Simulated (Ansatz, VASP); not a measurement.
Two plane-wave programs on CsI

```
CELL_PARAMETERS angstrom
4.60806 0.00000 0.00000
0.00000 4.60806 0.00000
0.00000 0.00000 4.60806
ATOMIC_POSITIONS crystal
Cs 0.00000 0.00000 0.00000
I 0.50000 0.50000 0.50000
```

Alike in both runs: functional r2SCAN; k mesh 6 × 6 × 6; occupations gaussian, width 0.02 eV; no spin polarisation.

Ansatz relaxed the structure, and its values are those at the end. VASP's run is a single point on that final structure, the one shown.

```csv
,VASP,Ansatz
version,VASP 6.6.1,Ansatz 0.2.0
potentials or method,"VASP PAW PBE potentials, release 64 (Cs_sv, I), cutoff 550 eV","scalar-relativistic, plane waves, PAW"
valence electrons in the cell,16,26
```

```csv
,VASP,Ansatz,Ansatz less VASP
gap on the k mesh at the Fermi level (eV),4.50,4.52,+0.018
least direct gap on the mesh (eV),4.59,4.61,+0.015
pressure (GPa),0.1,0.0,-0.03
```

VASP's potentials were made for PBE, not for r2SCAN. VASP's potentials hold 16 valence electrons a cell and Ansatz's 26, so a difference there can come from the potentials and not from the codes.

Neither program's run includes spin-orbit coupling.
